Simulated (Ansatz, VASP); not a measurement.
# One calculation of Ir, two programs

```
CELL_PARAMETERS angstrom
2.55331 0.00000 0.00000
0.00000 2.55331 0.00000
0.00000 0.00000 2.55331
ATOMIC_POSITIONS crystal
Ir 0.00000 0.00000 0.00000
```

Alike in both runs: functional r2SCAN; k mesh 13 × 13 × 13; occupations fermi-dirac, width 0.1 eV; no spin polarisation.

Ansatz relaxed the structure, and its values are those at the end. VASP's run is a single point on that final structure, the one shown.

|  | VASP | Ansatz |
| --- | --- | --- |
| version | VASP 6.6.1 | Ansatz 0.2.0 |
| potentials or method | VASP PAW PBE potentials, release 64 (Ir), cutoff 520 eV | plane waves (500 eV) with PAW, scalar-relativistic |
| valence electrons in the cell | 9 | 17 |

```tsv
	VASP	Ansatz	Ansatz less VASP
pressure (GPa)	1.6	0.0	-1.57
```

VASP's potentials were made for PBE, not for r2SCAN. VASP's potentials hold 9 valence electrons a cell and Ansatz's 17, so a difference there can come from the potentials and not from the codes.

Spin-orbit coupling is off throughout.
